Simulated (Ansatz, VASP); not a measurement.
## One calculation of Li, two programs

INCAR

```
PREC     = Accurate       # precision mode
ENCUT    = 520            # plane-wave cutoff, eV
EDIFF    = 1E-8           # SCF threshold, eV
ISMEAR   = -1             # smearing method
SIGMA    = 0.08           # smearing width, eV
LREAL    = F              # projectors in reciprocal space
LASPH    = T              # aspherical terms in the spheres
NELM     = 80             # most SCF steps
ALGO     = Normal         # electronic algorithm
ISIF     = 2              # what is computed and relaxed
LWAVE    = F              # write WAVECAR
LCHARG   = F              # write CHGCAR
GGA      = CA             # functional
LEFG     = T            
NBANDS   = 12             # bands
```

The input KPOINTS:

```
Automatic mesh
0
Gamma
  12 12 12
```

The input POSCAR:

```
Li
1.0
    1.5504989657      0.8951809952      7.5883000000
   -1.5504989657      0.8951809952      7.5883000000
    0.0000000000     -1.7903619905      7.5883000000
Li
3
Direct
    0.0000000000      0.0000000000      0.0000000000
    0.2220000000      0.2220000000      0.2220000000
    0.7780000000      0.7780000000      0.7780000000
```

Input for Ansatz:

```yaml
crystal:
  lattice:
    - [1.5504989657, 0.8951809952, 7.5883]
    - [-1.5504989657, 0.8951809952, 7.5883]
    - [0.0, -1.7903619905, 7.5883]
  atoms:
    - { symbol: Li, position: [0.0, 0.0, 0.0] }
    - { symbol: Li, position: [0.222, 0.222, 0.222] }
    - { symbol: Li, position: [0.778, 0.778, 0.778] }
kpoints:
  mp_grid: { grid: [12, 12, 12] }
  band_path:
    path:
      - [0.0, 0.0, 0.0]
      - [0.5, 0.5, 0.5]
      - [0.824055609, 0.175944391, 0.5]
      - [0.5, -0.175944391, 0.175944391]
      - [0.5, 0.0, 0.0]
      - [0.0, 0.0, 0.0]
      - [0.3379721955, -0.3379721955, 0.0]
      - [0.6620278045, 0.0, 0.3379721955]
      - [0.5, 0.0, 0.5]
    npoints: 8
scf:
  occupations: { method: fermi_dirac, width: 0.08 }
hamiltonian:
  xc: lda
  pseudopotentials: { kind: all_electron, datasets: crystal }
output:
  forces: true
  stress: true
  eigenvalues: true
  efg: { contact_densities: true }
```

Alike in both runs: task electric field gradients; functional LDA; k mesh 12 × 12 × 12; occupations fermi-dirac, width 0.08 eV; no spin polarisation.

```csv
,VASP,Ansatz
version,VASP 6.6.1,Ansatz 0.2.0
potentials or method,"VASP PAW LDA potentials, release 64 (Li_sv), cutoff 520 eV","all-electron PAW with datasets made for the crystal, scalar-relativistic"
```

```csv
,VASP,Ansatz,Ansatz less VASP
rms of the force components (eV/Å),0.004,0.004,-0.0002
```

LDA's correlation is that of Perdew and Zunger in VASP and of Perdew and Wang (1992) in Ansatz. Atom by atom the forces differ by 0.000 eV/Å (rms over components). Ansatz ran all-electron here, and VASP with PAW potentials. Ansatz's warnings: printed levels off.

Noted on VASP's run: the cutoff is short for stress, so the pressure is rough.
